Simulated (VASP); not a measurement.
Here is a VASP 6.6.1 calculation.

File INCAR:

```
PREC = Accurate
ENCUT = 520
EDIFF = 1E-7
ISMEAR = 0
SIGMA = 0.1
LREAL = Auto
LASPH = True
NELM = 60
ALGO = Fast
ISIF = 2
LWAVE = False
LCHARG = False
LDIPOL = True
IDIPOL = 3
DIPOL = 0.5 0.5 0.329
GGA = PE
IVDW = 12
NBANDS = 36
```

Contents of KPOINTS:

```
regular mesh
0
Gamma
  6 6 1
```

File POSCAR:

```
Mg16CO
1.0
    6.3015062463      0.0000000000      0.0000000000
   -3.1507531232      5.4572644914      0.0000000000
    0.0000000000      0.0000000000     26.3584034914
Mg O C
16 1 1
Direct
    0.3333333333      0.1666666667      0.1517542594
    0.3333333333      0.6666666667      0.1517542594
    0.8333333333      0.1666666667      0.1517542594
    0.8333333333      0.6666666667      0.1517542594
    0.1666666667      0.3333333333      0.2475244132
    0.1666666667      0.8333333333      0.2475244132
    0.6666666667      0.3333333333      0.2475244132
    0.6666666667      0.8333333333      0.2475244132
    0.3333333333      0.1666666667      0.3421844648
    0.3333333333      0.6666666667      0.3421844648
    0.8333333333      0.1666666667      0.3421844648
    0.8333333333      0.6666666667      0.3421844648
    0.1666666667      0.3333333333      0.4404061686
    0.1666666667      0.8333333333      0.4404061686
    0.6666666667      0.3333333333      0.4404061686
    0.6666666667      0.8333333333      0.4404061686
    0.3333333333      0.6666666667      0.5769850020
    0.3333333333      0.6666666667      0.6206143516
```

Potentials or basis: VASP PAW PBE potentials, release 64 (Mg, O, C).

Command:

```sh
$ cat potpaw_PBE.64/Mg/POTCAR potpaw_PBE.64/O/POTCAR potpaw_PBE.64/C/POTCAR > POTCAR
$ mpirun -np 1 vasp_std > vasp.out
```

**Question.** Predict the largest force.

**Answer.** 0.713 eV/Å.

**Question.** Estimate the band gap on the k mesh.

**Answer.** Zero (bands 21 and 22 overlap by 1.37 eV).

Forces on the atoms (eV/Å):
```
Mg   0.000  0.000 -0.162
Mg   0.000  0.000 -0.159
Mg   0.000  0.000 -0.162
Mg   0.000  0.000 -0.162
Mg   0.000  0.000  0.021
Mg   0.000  0.000  0.021
Mg   0.000  0.000  0.019
Mg   0.000  0.000  0.021
Mg  -0.001  0.000  0.074
Mg   0.000  0.000  0.078
Mg   0.001  0.000  0.074
Mg   0.000  0.001  0.074
Mg   0.000 -0.008  0.061
Mg  -0.007  0.004  0.061
Mg   0.000  0.000  0.069
Mg   0.007  0.004  0.061
O    0.000  0.000  0.713
C    0.000  0.000 -0.705
```
